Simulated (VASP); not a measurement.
# AlN (I-4m2) in VASP: further runs, part 2 of 2

VASP 6.6.1.

### Step 5. Single point, r2SCAN (strain +0.015 along x and y, -0.015 along z)

File POSCAR:

```
AlN
1.0
    0.0000000000      2.2176741356      2.1521271168
    2.2176741356      0.0000000000      2.1521271168
    2.2176741356      2.2176741356      0.0000000000
Al N
1 1
Direct
    0.0000000000      0.0000000000      0.0000000000
    0.7500000000      0.7500000000      0.7500000000
```

File INCAR.step1:

```
SYSTEM = AlN
PREC = Accurate
ENCUT = 520
ISMEAR = 0
SIGMA = 0.05
LREAL = .False.
LASPH = .True.
NELM = 60
NBANDS = 11
GGA = PE
ALGO = Normal
EDIFF = 1E-4
LWAVE = .True.
LCHARG = .False.
```

File INCAR.step2:

```
SYSTEM = AlN
PREC = Accurate
ENCUT = 520
EDIFF = 1E-6
ISMEAR = 0
SIGMA = 0.05
LREAL = .False.
LASPH = .True.
NELM = 60
ALGO = Normal
ISIF = 2
LWAVE = .False.
LCHARG = .True.
METAGGA = R2SCAN
LMIXTAU = .True.
LELF = .True.
LVHAR = .True.
NBANDS = 11
ISTART = 1
```

File KPOINTS:

```
regular mesh
0
Gamma
  10 10 10
  0 0 0
```

Potentials or basis: VASP PAW PBE potentials, release 64 (Al, N).

Command:

```sh
cat potpaw_PBE.64/Al/POTCAR potpaw_PBE.64/N/POTCAR > POTCAR
cp INCAR.step1 INCAR
mpirun -np 1 vasp_std > vasp.out
cp INCAR.step2 INCAR
mpirun -np 1 vasp_std > vasp.out
```

OUTCAR:

```text
SYSTEM = AlN
   PREC = Accurate
   ENCUT = 520
   EDIFF = 1E-6
   ISMEAR = 0
   LREAL = .False.
   LASPH = .True.
   NELM = 60
   ISIF = 2
   METAGGA = R2SCAN
   ISTART = 1

 ion  position               nearest neighbor table
   1  0.000  0.000  0.000-   2 1.90   2 1.90   2 1.90   2 1.90
   2  0.750  0.750  0.750-   1 1.90   1 1.90   1 1.90   1 1.90

  LATTYP: Found a body centered tetragonal cell.
 ALAT       =     3.1362648395
 C/A-ratio  =     1.3724141467

  Lattice vectors:

 A1 = (   0.0000000000,  -2.2176741356,  -2.1521271168)
 A2 = (   0.0000000000,   2.2176741356,  -2.1521271168)
 A3 = (   2.2176741356,   0.0000000000,   2.1521271168)

Analysis of symmetry for initial positions (statically):
=====================================================================
 Subroutine PRICEL returns:
 Original cell was already a primitive cell.

 Routine SETGRP: Setting up the symmetry group for a
 body centered tetragonal supercell.

 Subroutine GETGRP returns: Found  8 space group operations
 (whereof  8 operations were pure point group operations)
 out of a pool of 16 trial point group operations.

The static configuration has the point symmetry D_2d.

Analysis of symmetry for dynamics (positions and initial velocities):
[... 165 lines left out ...]

 k-point     1 :       0.0000    0.0000    0.0000
  band No.  band energies     occupation
      1     -10.1021      2.00000
      2       5.5098      2.00000
      3       5.5098      2.00000
      4       5.6301      2.00000
      5      10.2892      0.00000
      6      18.8791      0.00000
      7      18.9242      0.00000
      8      18.9242      0.00000
      9      23.4585      0.00000
     10      24.3716      0.00000
     11      25.2588      0.00000
[... 309 lines left out ...]
 k-point    24 :       0.4000    0.3000    0.0000
  band No.  band energies     occupation
      1      -8.0940      2.00000
      2       1.4800      2.00000
      3       3.7639      2.00000
      4       3.9903      2.00000
      5      11.0848      0.00000
      6      15.5701      0.00000
      7      18.9641      0.00000
      8      20.8632      0.00000
      9      21.5012      0.00000
     10      27.5679      0.00000
     11      30.1205      0.00000

 [... further k-points ...]
[... 5 lines left out ...]
  --------------------------------------------------------------------------------------
  -------------------------------------------------------------------------------------
  Total       -0.6368644     -0.6368644     -0.1017209      0.0000000      0.0000000      0.0000000
  in kB      -48.2019016    -48.2019016     -7.6988776      0.0000000      0.0000000      0.0000000
  external PRESSURE =     -34.7008936 kB  Pullay stress =       0.0000000 kB

 VOLUME and BASIS-vectors are now :
 -----------------------------------------------------------------------------
  energy-cutoff  :      520.00
  volume of cell :       21.17
      direct lattice vectors                 reciprocal lattice vectors
     0.000000000  2.217674136  2.152127117    -0.225461438  0.225461438  0.232328284
     2.217674136  0.000000000  2.152127117     0.225461438 -0.225461438  0.232328284
     2.217674136  2.217674136  0.000000000     0.225461438  0.225461438 -0.232328284

 POSITION                                       TOTAL-FORCE (eV/Angst)
 -----------------------------------------------------------------------------------
      0.00000      0.00000      0.00000        -0.000000     -0.000000      0.000000
      3.32651      3.32651      3.22819         0.000000      0.000000     -0.000000
 -----------------------------------------------------------------------------------
    total drift:                                0.000001      0.000001     -0.000002

  FREE ENERGIE OF THE ION-ELECTRON SYSTEM (eV)
  ---------------------------------------------------
  free  energy   TOTEN  =       -19.1708553183 eV

  energy  without entropy=      -19.1708553183  energy(sigma->0) =      -19.17085532
```

OSZICAR.step1:

```text
N       E                     dE             d eps       ncg     rms          rms(c)
DAV:   1     0.105547862619E+02    0.10555E+02   -0.38386E+03  2308   0.600E+02
DAV:   2    -0.163258151926E+02   -0.26881E+02   -0.25696E+02  2682   0.135E+02
DAV:   3    -0.171864740219E+02   -0.86066E+00   -0.85965E+00  2781   0.234E+01
DAV:   4    -0.171910992806E+02   -0.46253E-02   -0.46249E-02  2574   0.187E+00
DAV:   5    -0.171911559043E+02   -0.56624E-04   -0.56623E-04  2754   0.199E-01    0.855E+00
DAV:   6    -0.148505383033E+02    0.23406E+01   -0.11888E+01  2643   0.172E+01    0.281E+00
DAV:   7    -0.148483712496E+02    0.21671E-02   -0.16642E-01  2502   0.321E+00    0.204E+00
DAV:   8    -0.148432962396E+02    0.50750E-02   -0.29299E-02  2454   0.161E+00    0.592E-01
DAV:   9    -0.148417785226E+02    0.15177E-02   -0.43406E-03  2718   0.390E-01    0.234E-01
DAV:  10    -0.148418225832E+02   -0.44061E-04   -0.44384E-04  2415   0.136E-01
   1 F= -.14841823E+02 E0= -.14841823E+02  d E =-.709528E-22
```

Run time: 2.1 min. Hardware: 1 thread of AMD EPYC 7R43 (Zen 3), shared host; peak memory 0.11 GiB.

Results:

* Free energy: -19.1709 eV
* Pressure: -3.5 GPa
* Band gap on the k mesh: 3.76 eV, indirect (least direct gap 4.66 eV)

Levels at points of the mesh, in eV from the valence-band top:
| k point | band 2 | band 3 | band 4 | band 5 | band 6 | band 7 |
| --- | --- | --- | --- | --- | --- | --- |
| (0.00, 0.00, 0.00) | -0.12 | -0.12 | 0.00 | 4.66 | 13.25 | 13.29 |
| (0.50, 0.00, 0.00) | -5.91 | -0.69 | -0.44 | 7.94 | 10.63 | 11.48 |
| (0.50, 0.50, 0.00) | -4.79 | -2.04 | -2.04 | 3.76 | 8.98 | 15.26 |
| (0.50, 0.00, 0.50) | -5.08 | -1.79 | -1.78 | 3.89 | 9.45 | 14.70 |

Caveat: the cell differs from its parent crystal (strain +0.015 along x and y, -0.015 along z); the PAW data sets were made with another functional, which shifts forces and pressure a little.

### Step 6. Overview

```csv
cell,gap on the mesh (eV),pressure (GPa)
"a = 3.090, b = 3.090, c = 3.044 Å, angles 60.5, 60.5, 59.0°, 2 atoms",3.85,2.9
"a = 3.114, b = 3.114, c = 3.044 Å, angles 60.7, 60.7, 58.5°, 2 atoms",3.79,-0.4
"a = 3.113, b = 3.113, c = 3.090 Å, angles 60.2, 60.2, 59.5°, 2 atoms",3.88,-3.5
"a = 3.090, b = 3.090, c = 3.136 Å, angles 59.5, 59.5, 61.0°, 2 atoms",3.76,-3.5
```

Alike in all rows: task single point; level r2SCAN; potentials or basis VASP PAW PBE potentials, release 64 (Al, N); no spin polarisation; k mesh 10 × 10 × 10; cutoff (eV) 520; smearing gaussian 0.05 eV.

Caveats: the PAW data sets were made with another functional, which shifts forces and pressure a little.

Total energies depend on the potentials used, so only differences within one code and one set of settings carry meaning.
